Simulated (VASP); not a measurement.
# TiTe2 in VASP: a series of runs

Runs on TiTe2. Level: PBE+D3(BJ). Tasks: single point.

Everything below comes from runs of VASP 6.6.1. Logs are shortened: lines on timing, memory, paths and dates and some standing lists are left out, and cuts for length are marked.

## Step 1: The cell of the first run

The cell holds a slab with vacuum, 3 atoms: a = 3.679 Å, b = 3.679 Å, c = 32.924 Å, α = 90.00°, β = 90.00°, γ = 120.00°.

## Step 2: Single point, PBE+D3(BJ) (atoms taken out)

Contents of INCAR:

```
  PREC = Accurate
  ENCUT = 520
  EDIFF = 1E-6
  ISMEAR = 0
  SIGMA = 0.1
  LREAL = False
  LASPH = True
  NELM = 60
  ALGO = Normal
  ISIF = 2
  LWAVE = False
  LCHARG = True
  LDIPOL = True
  IDIPOL = 3
  DIPOL = 0.5 0.5 0.500
  GGA = PE
  IVDW = 12
  LELF = True
  LVHAR = True
  LVACPOTAV = True
  NBANDS = 19
```

Contents of KPOINTS:

```
regular mesh
0
Gamma
  15 15 1
```

Contents of POSCAR:

```
TiTe2
1.0
    3.6786896756      0.0000000000      0.0000000000
   -1.8393448378      3.1858387117      0.0000000000
    0.0000000000      0.0000000000     32.9236836983
Te Ti
2 1
Direct
    0.3333333333      0.6666666667      0.4464653862
    0.6666666667      0.3333333333      0.5535346138
    0.0000000000      0.0000000000      0.5000000000
```

Potentials or basis: VASP PAW PBE potentials, release 64 (Te, Ti_sv).

Started as:

```bash
$ cat potpaw_PBE.64/Te/POTCAR potpaw_PBE.64/Ti_sv/POTCAR > POTCAR
$ mpirun -np 1 vasp_std > vasp.out
```

OUTCAR:

```text
PREC = Accurate
   ENCUT = 520
   EDIFF = 1E-6
   ISMEAR = 0
   LREAL = False
   LASPH = True
   NELM = 60
   ISIF = 2
   GGA = PE
   IVDW = 12
 IVDW          = 12

 ion  position               nearest neighbor table
   1  0.333  0.667  0.446-   3 2.76   3 2.76   3 2.76
   2  0.667  0.333  0.554-   3 2.76   3 2.76   3 2.76
   3  0.000  0.000  0.500-   1 2.76   2 2.76   1 2.76   2 2.76   2 2.76   1 2.76

  LATTYP: Found a hexagonal cell.
 ALAT       =     3.6786896756
 C/A-ratio  =     8.9498399163

  Lattice vectors:

 A1 = (   3.6786896756,   0.0000000000,   0.0000000000)
 A2 = (  -1.8393448378,   3.1858387117,   0.0000000000)
 A3 = (   0.0000000000,   0.0000000000,  32.9236836983)

Analysis of symmetry for initial positions (statically):
=====================================================================
 Subroutine PRICEL returns:
 Original cell was already a primitive cell.

 Routine SETGRP: Setting up the symmetry group for a
 hexagonal supercell.

 Subroutine GETGRP returns: Found 12 space group operations
 (whereof 12 operations were pure point group operations)
 out of a pool of 24 trial point group operations.

The static configuration has the point symmetry D_3d.

Analysis of symmetry for dynamics (positions and initial velocities):
=====================================================================
 Subroutine PRICEL returns:
 Original cell was already a primitive cell.

 Routine SETGRP: Setting up the symmetry group for a
 hexagonal supercell.

 Subroutine GETGRP returns: Found 12 space group operations
 (whereof 12 operations were pure point group operations)
 out of a pool of 24 trial point group operations.

The dynamic configuration has the point symmetry D_3d.

 Subroutine INISYM returns: Found 12 space group operations
 (whereof 12 operations are pure point group operations),
 and found     1 'primitive' translations

----------------------------------------------------------------------------------------

                                     Primitive cell

  volume of cell :     385.8561

  direct lattice vectors                    reciprocal lattice vectors
     3.678689676  0.000000000  0.000000000     0.271835922  0.156944543  0.000000000
    -1.839344838  3.185838712  0.000000000     0.000000000  0.313889086  0.000000000
     0.000000000  0.000000000 32.923683698     0.000000000  0.000000000  0.030373272

  length of vectors
     3.678689676  3.678689676 32.923683698     0.313889086  0.313889086  0.030373272

  position of ions in fractional coordinates (direct lattice)
     0.333333333  0.666666667  0.446465386
     0.666666667  0.333333333  0.553534614
     0.000000000  0.000000000  0.500000000

  ion indices of the primitive-cell ions
   primitive index   ion index
                 1           1
                 2           2
                 3           3

----------------------------------------------------------------------------------------

 KPOINTS: regular mesh

Automatic generation of k-mesh.
 Grid dimensions read from file:
 generate k-points for:   15   15    1

 Generating k-lattice:

  Cartesian coordinates                     Fractional coordinates (reciprocal lattice)
     0.018122395  0.010462970  0.000000000     0.066666667  0.000000000  0.000000000
     0.000000000  0.020925939  0.000000000     0.000000000  0.066666667  0.000000000
     0.000000000  0.000000000  0.030373272     0.000000000  0.000000000  1.000000000

  Length of vectors
     0.020925939  0.020925939  0.030373272

  Shift w.r.t. Gamma in fractional coordinates (k-lattice)
     0.000000000  0.000000000  0.000000000

 Subroutine IBZKPT returns following result:
 ===========================================

 Found     27 irreducible k-points:

 Following reciprocal coordinates:
            Coordinates               Weight
  0.000000  0.000000  0.000000      1.000000
  0.066667  0.000000  0.000000      6.000000
  0.133333  0.000000  0.000000      6.000000
  0.200000  0.000000  0.000000      6.000000
  0.266667  0.000000  0.000000      6.000000
  0.333333  0.000000  0.000000      6.000000
[... 16 lines left out ...]
  0.333333  0.200000  0.000000     12.000000
  0.400000  0.200000  0.000000      6.000000
 [... further k-points ...]
   k-points           NKPTS =     27   k-points in BZ     NKDIM =     27   number of bands    NBANDS=     19
   number of dos      NEDOS =    301   number of ions     NIONS =      3
   total plane-waves  NPLWV = 196000
   dimension x,y,z NGX =    28 NGY =   28 NGZ =  250
   dimension x,y,z NGXF=    56 NGYF=   56 NGZF=  500
   ions per type =               2   1
   NGX,Y,Z   is equivalent  to a cutoff of  12.65, 12.65, 12.62 a.u.
   NGXF,Y,Z  is equivalent  to a cutoff of  25.31, 25.31, 25.25 a.u.
 SYSTEM =  unknown system
   PREC   = accura    normal or accurate (medium, high low for compatibility)
   ISTART =      0    job   : 0-new  1-cont  2-samecut
   ICHARG =      2    charge: 1-file 2-atom 10-const
   ISPIN  =      1    spin polarized calculation?
   LNONCOLLINEAR =      F non collinear calculations
   LSORBIT =      F    spin-orbit coupling
   LASPH  =      T    aspherical Exc in radial PAW
   ENCUT  =  520.0 eV  38.22 Ry    6.18 a.u.   6.84  6.84 61.22*2*pi/ulx,y,z
   NELM   =     60;   NELMIN=  2; NELMDL= -5     # of ELM steps
   EDIFF  = 0.1E-05   stopping-criterion for ELM
   LREAL  =      F    real-space projection
   EDIFFG = 0.1E-04   stopping-criterion for IOM
   NSW    =      0    number of steps for IOM
   IBRION =     -1    ionic relax: 0-MD 1-quasi-New 2-CG
   NFREE  =      0    steps in history (QN), initial steepest desc. (CG)
   ISIF   =      2    stress and relaxation
   ISYM   =      2    0-nonsym 1-usesym 2-fastsym
   POTIM  = 0.5000    time-step for ionic-motion
   TEBEG  =    0.0;   TEEND  =   0.0 temperature during run
   PSTRESS=    0.0 pullay stress
   NELECT =      24.0000    total number of electrons
   NUPDOWN=      -1.0000    fix difference up-down
   EMIN   =  10.00;   EMAX   =-10.00  energy-range for DOS
   EFERMI =   0.00;   METHOD = LEGACY
   ISMEAR =     0;   SIGMA  =   0.10  broadening in eV -4-tet -1-fermi 0-gaus
   EFERMI_NEDOS =   21; number of points for ismear=-14 and -15
   IALGO  =     38    algorithm
   IMIX   =      4    mixing-type and parameters
     AMIX     =   0.40;   BMIX     =  1.00
     AMIX_MAG =   1.60;   BMIX_MAG =  1.00
  volume/ion in A,a.u.               =     128.62       867.96
  Fermi-wavevector in a.u.,A,eV,Ry     =   0.648640  1.225751  5.724424  0.420733
  Thomas-Fermi vector in A             =   1.717337
   LORBIT       =      0    0 simple, 1 ext, 2 COOP (PROOUT), +10 PAW based schemes
   GGA     = PE    functional components
   LHFCALC =     F    Hartree Fock is set to
   AEXX    =    0.0000 exact exchange contribution
   IVDW    =    12    specifies the selected vdW correction
   LEPSILON=     F    determine dielectric tensor
   LRPA    =     F    only Hartree local field effects (RPA)
 non-spin polarized calculation
 Gauss-broadening in eV      SIGMA  =   0.10
  energy-cutoff  :      520.00
  volume of cell :      385.86
 maximum number of plane-waves:     10438
 NGX is ok and might be reduce to    28
   NGX = 13   NGY = 13   NGZ =123

 number of electron      24.0000003 magnetization

 dipolmoment           0.000000      0.000000      0.000000 electrons x Angstroem

 Free energy of the ion-electron system (eV)
  ---------------------------------------------------
  ext. energy  EPLUGINS =         0.00000000
  ---------------------------------------------------
  free energy    TOTEN  =       -16.17180027 eV

  energy without entropy =      -16.16528525  energy(sigma->0) =      -16.16854276

 E-fermi :  -2.3191     XC(G=0):  -2.3981

 val. band max:       -2.3300873185   @ k =   0.0667   0.0667   0.0000
 cond. band min:      -2.3072015872   @ k =   0.1333   0.0000   0.0000
 fundamental gap:      0.0228857313
 Fermi energy:        -2.3190531863

 k-point     1 :       0.0000    0.0000    0.0000
  band No.  band energies     occupation
      1     -59.7566      2.00000
      2     -36.0081      2.00000
      3     -36.0081      2.00000
      4     -35.9842      2.00000
      5     -14.5669      2.00000
      6     -13.7613      2.00000
[... 11 lines left out ...]
     18       1.7246      0.00000
     19       2.0323      0.00000

 k-point     2 :       0.0667    0.0000    0.0000
  band No.  band energies     occupation
      1     -59.7564      2.00000
      2     -36.0105      2.00000
      3     -36.0087      2.00000
      4     -35.9837      2.00000
      5     -14.5138      2.00000
      6     -13.7245      2.00000
[... 11 lines left out ...]
     18       1.8172      0.00000
     19       2.1010      0.00000

 k-point     3 :       0.1333    0.0000    0.0000
  band No.  band energies     occupation
      1     -59.7559      2.00000
      2     -36.0172      2.00000
      3     -36.0102      2.00000
      4     -35.9821      2.00000
      5     -14.3575      2.00000
      6     -13.6171      2.00000
[... 11 lines left out ...]
     18       2.0391      0.00000
     19       2.2991      0.00000

 k-point     4 :       0.2000    0.0000    0.0000
  band No.  band energies     occupation
      1     -59.7552      2.00000
      2     -36.0270      2.00000
      3     -36.0125      2.00000
      4     -35.9799      2.00000
      5     -14.1081      2.00000
      6     -13.4488      2.00000
[... 407 lines left out ...]
     18       3.0070      0.00000
     19       3.4723      0.00000

 k-point    23 :       0.3333    0.2000    0.0000
  band No.  band energies     occupation
      1     -59.7522      2.00000
      2     -36.0548      2.00000
      3     -36.0313      2.00000
      4     -35.9711      2.00000
      5     -12.7736      2.00000
      6     -12.6593      2.00000
[... 11 lines left out ...]
     18       2.7718      0.00000
     19       3.3270      0.00000

 k-point    24 :       0.4000    0.2000    0.0000
  band No.  band energies     occupation
      1     -59.7521      2.00000
      2     -36.0558      2.00000
      3     -36.0325      2.00000
      4     -35.9707      2.00000
      5     -12.6551      2.00000
      6     -12.6351      2.00000
[... 11 lines left out ...]
     18       2.7614      0.00000
     19       3.2157      0.00000

 [... further k-points ...]

------------------------ aborting loop because EDIFF is reached ----------------------------------------

 vacuum level on the upper side and lower side of the slab       (xc-potential included)        -0.139        -0.139

 Edisp (eV)   -1.07907

 E8    (eV) :    -0.5289

  FORCE on cell =-STRESS in cart. coord.  units (eV):
  Direction    XX          YY          ZZ          XY          YZ          ZX
  --------------------------------------------------------------------------------------
  -------------------------------------------------------------------------------------
  Total      -0.00421    -0.00421     0.02332     0.00000     0.00000     0.00000
  in kB      -0.01749    -0.01749     0.09682     0.00000     0.00000     0.00000
  external pressure =        0.02 kB  Pullay stress =        0.00 kB

 VOLUME and BASIS-vectors are now :
 -----------------------------------------------------------------------------
  energy-cutoff  :      520.00
  volume of cell :      385.86
      direct lattice vectors                 reciprocal lattice vectors
     3.678689676  0.000000000  0.000000000     0.271835922  0.156944543  0.000000000
    -1.839344838  3.185838712  0.000000000     0.000000000  0.313889086  0.000000000
     0.000000000  0.000000000 32.923683698     0.000000000  0.000000000  0.030373272

 POSITION                                       TOTAL-FORCE (eV/Angst)
 -----------------------------------------------------------------------------------
     -0.00000      2.12389     14.69929         0.000000      0.000000     -0.009518
      1.83934      1.06195     18.22440        -0.000000      0.000000      0.009518
      0.00000      0.00000     16.46184         0.000000      0.000000      0.000000
 -----------------------------------------------------------------------------------
    total drift:                                0.000000     -0.000000      0.000000

  FREE ENERGIE OF THE ION-ELECTRON SYSTEM (eV)
  ---------------------------------------------------
  free  energy   TOTEN  =       -17.2508693328 eV

  energy  without entropy=      -17.2443543116  energy(sigma->0) =      -17.24761182

 vacuum level on the upper side and lower side of the slab         2.403         2.403
```

Wall time 7.9 min (1 thread of AMD EPYC 7R13 (Zen 3), shared host); peak memory 0.54 GiB.

Results:

* Free energy: -17.2509 eV
* Largest force: 0.010 eV/Å
* Band gap on the k mesh: zero (bands 12 and 13 overlap by 0.68 eV)
* Dispersion energy per atom: -0.360 eV
* Work function of the upper face: 4.72 eV
* Work function of the lower face: 4.72 eV

Forces in eV/Å, atoms in the order of the input:
```
Te   0.000  0.000 -0.010
Te   0.000  0.000  0.010
Ti   0.000  0.000  0.000
```

Caveat: the cell differs from its parent crystal (atoms taken out); spin-orbit coupling is left out, which moves the levels of the heavy elements.

## Step 3: Single point, PBE+D3(BJ) (atoms taken out)

Contents of INCAR:

```
SYSTEM = TiTe2
PREC = Accurate ; ENCUT = 520
EDIFF = 1E-6 ; ISMEAR = 0
SIGMA = 0.1 ; LREAL = .False.
LASPH = .True. ; NELM = 80
ALGO = Normal ; ISIF = 2
LWAVE = .False. ; LCHARG = .False.
LDIPOL = .True. ; IDIPOL = 3
DIPOL = 0.5 0.5 0.500 ; GGA = PE
IVDW = 12 ; NBANDS = 19
```

Contents of KPOINTS:

```
regular mesh
0
Gamma
  15 15 1
  0 0 0
```

Contents of POSCAR:

```
TiTe2
1.0
    3.6962848363      0.0000000000      0.0000000000
   -1.8481424181      3.2010765678      0.0000000000
    0.0000000000      0.0000000000     32.9236836983
Te Ti
2 1
Direct
    0.3333333333      0.6666666667      0.4474262680
    0.6666666667      0.3333333333      0.5525737320
    0.0000000000      0.0000000000      0.5000000000
```

Potentials or basis: VASP PAW PBE potentials, release 64 (Te, Ti_sv).

Started as:

```bash
$ cat potpaw_PBE.64/Te/POTCAR potpaw_PBE.64/Ti_sv/POTCAR > POTCAR
$ mpirun -np 1 vasp_std > vasp.out
```

It took 9.2 min on 1 thread of AMD EPYC 7R13 (Zen 3), shared host; peak memory 0.54 GiB.

The run converged. Its results:

```yaml
Free_energy: -17.2442 eV
Largest_force: 0.224 eV/Å
Band_gap_on_the_k_mesh: zero (bands 12 and 13 overlap by 0.61 eV)
Dispersion_energy_per_atom: -0.359 eV
```

Forces in eV/Å, atoms in the order of the input:
```
Te   0.000  0.000 -0.224
Te   0.000  0.000  0.224
Ti   0.000  0.000  0.000
```

Levels at points of the mesh, in eV from the Fermi level:
```
           k point  band 10  band 11  band 12  band 13  band 14  band 15
(0.00, 0.00, 0.00)    -1.50     0.43     0.43     0.46     1.27     1.27
```

Caveat: the cell differs from its parent crystal (atoms taken out); spin-orbit coupling is left out, which moves the levels of the heavy elements.
